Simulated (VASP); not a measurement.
Write the native input for VASP 6.6.1 that does the following.

- Task: single point
- Functional: PBE
- Potentials or basis: VASP PAW PBE potentials, release 64 (Hf_pv, C)
- Cutoff: 520 eV
- k mesh: 12 × 12 × 12
- Occupations: gaussian, width 0.05 eV
- Spin: no spin polarisation
- Dipole correction: no
- Further INCAR settings: ALGO = Normal; EDIFF = 1e-06; NBANDS = 14

The structure of HfC lies in POSCAR:

```
HfC
1.0
    0.0000000000      2.5051798249      2.5051798249
    2.5051798249      0.0000000000      2.5051798249
    2.5051798249      2.5051798249      0.0000000000
Hf C
1 1
Direct
    0.0000000000      0.0000000000      0.0000000000
    0.2500000000      0.2500000000      0.2500000000
```

This cell differs from its parent crystal: volume scaled by 0.980.

One way to write it, as run:

INCAR

```
SYSTEM = HfC
PREC     = Accurate       ! precision mode
ENCUT    = 520            ! plane-wave cutoff, eV
EDIFF    = 1E-6           ! SCF threshold, eV
ISMEAR   = 0              ! smearing method
SIGMA    = 0.05           ! smearing width, eV
LREAL    = .FALSE.        ! projectors in reciprocal space
LASPH    = .TRUE.         ! aspherical terms in the spheres
NELM     = 60             ! most SCF steps
ALGO     = Normal         ! electronic algorithm
ISIF     = 2              ! what is computed and relaxed
LWAVE    = .FALSE.        ! write WAVECAR
LCHARG   = .FALSE.        ! write CHGCAR
GGA      = PE             ! functional
NBANDS   = 14             ! bands
```

KPOINTS

```
Automatic mesh
0
G
  12 12 12
  0 0 0
```

Potentials or basis: VASP PAW PBE potentials, release 64 (Hf_pv, C).

Launch:

```console
$ cat potpaw_PBE.64/Hf_pv/POTCAR potpaw_PBE.64/C/POTCAR > POTCAR
$ mpirun -np 1 vasp_std > vasp.out
```

It gave:

```json
{
 "Pressure": "2.9 GPa",
 "Band gap on the k mesh": "0.27 eV, direct"
}
```

Caveat: spin-orbit coupling is left out, which moves the levels of the heavy elements.

Wall time 24 s on 1 thread of Intel Xeon 6975P-C (shared host), peak memory 0.18 GiB.
